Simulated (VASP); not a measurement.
Runs of VASP 6.6.1 on KF. Symmetry: F-43m, No. 216, cubic system. The conventional cell has a = 5.871 Å, b = 5.871 Å, c = 5.871 Å, α = 90.00°, β = 90.00°, γ = 90.00°. Within 3.4 Å of K (site symmetry -43m) lie 4 F at 2.54 Å. F (site symmetry -43m) has 4 K at 2.54 Å within 3.4 Å. 

```csv
level,k mesh,cutoff (eV),grid for exact exchange (PRECFOCK),share of exact exchange,screening parameter,gap on the mesh (eV),pressure (GPa)
HSE06,6 × 6 × 6,520,Normal,0.25,0.2079 1/Å,7.03,0.5
PBE,8 × 8 × 8,600,-,-,-,5.16,0.9
r2SCAN,6 × 6 × 6,660,-,-,-,(a),0.0
PBE,6 × 6 × 6,600,-,-,-,5.16,0.9
```

Alike in all rows: task single point; potentials or basis VASP PAW PBE potentials, release 64 (K_sv, F); no spin polarisation; cell as given; smearing gaussian 0.01 eV.

Problem. Fill in the values left out.

Solution. (a) 5.75.

Caveats: the structure was generated, so it needn't be the stable form of KF; the PAW data sets were made with another functional, which shifts forces and pressure a little (at least some runs).

A k mesh can miss the band edges.
